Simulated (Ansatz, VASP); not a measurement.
This is a calculation of AlSn for VASP 6.6.1.

INCAR

```
PREC     = Accurate       # precision mode
ENCUT    = 520            # plane-wave cutoff, eV
EDIFF    = 1E-6           # SCF threshold, eV
ISMEAR   = 1              # smearing method
SIGMA    = 0.2            # smearing width, eV
LREAL    = F              # projectors in reciprocal space
LASPH    = T              # aspherical terms in the spheres
NELM     = 60             # most SCF steps
ALGO     = Normal         # electronic algorithm
ISIF     = 2              # what is computed and relaxed
LWAVE    = F              # write WAVECAR
LCHARG   = F              # write CHGCAR
GGA      = RP             # functional
IVDW     = 13             # dispersion correction
NBANDS   = 16             # bands
```

The input KPOINTS:

```
Automatic mesh
0
Gamma
  7 7 8
```

Contents of POSCAR:

```
AlSn
1.0
    4.2533501828      0.0000000000      0.0000000000
   -2.1266750913      3.6835093094      0.0000000000
    0.0000000000      0.0000000000      3.3503631350
Sn Al
1 1
Direct
    0.3333333333      0.6666666667      0.5000000000
    0.0000000000      0.0000000000      0.0000000000
```

Potentials or basis: VASP PAW PBE potentials, release 64 (Sn_d, Al).

Launch:

```bash
$ cat potpaw_PBE.64/Sn_d/POTCAR potpaw_PBE.64/Al/POTCAR > POTCAR
$ mpirun -np 1 vasp_std > vasp.out
```

Problem. Set up the same calculation for Ansatz 0.2.0. Potentials there: all-electron LAPW, scalar-relativistic.

Solution. As run (the cutoff follows the program's own potentials):

File input.yaml:

```yaml
crystal:
  lattice:
    - [4.2533501828, 0.0, 0.0]
    - [-2.1266750913, 3.6835093094, 0.0]
    - [0.0, 0.0, 3.350363135]
  atoms:
    - { symbol: Sn, position: [0.3333333333, 0.6666666667, 0.5] }
    - { symbol: Al, position: [0.0, 0.0, 0.0] }
kpoints:
  mp_grid: { grid: [7, 7, 8] }
scf:
  occupations: { method: methfessel_paxton, width: 0.2 }
hamiltonian:
  xc: rpbe
  dispersion: d4
  pseudopotentials: { kind: all_electron, lapw: { basis_error: 0.001 } }
output:
  forces: true
  stress: true
  eigenvalues: true
```

Potentials or basis: all-electron LAPW, scalar-relativistic.

Run with:

```sh
$ ansatz run input.yaml --threads 1 --pin off --max-ram 3072MiB --backend cpu --events-out ev --progress --plain --runs-dir out
```

Both were run:

|  | VASP | Ansatz | Ansatz less VASP |
| --- | --- | --- | --- |
| gap on the k mesh at the Fermi level (eV) | none | none | - |
| pressure (GPa) | -4.1 | -4.0 | +0.06 |
| traceless stress, the component that is largest in VASP (GPa) | 0.32 | 0.32 | +0.004 |

VASP's potentials were made for PBE, not for RPBE. A gap of «none» marks a metal or a gap that the smearing closes. Ansatz ran all-electron here, and VASP with PAW potentials.
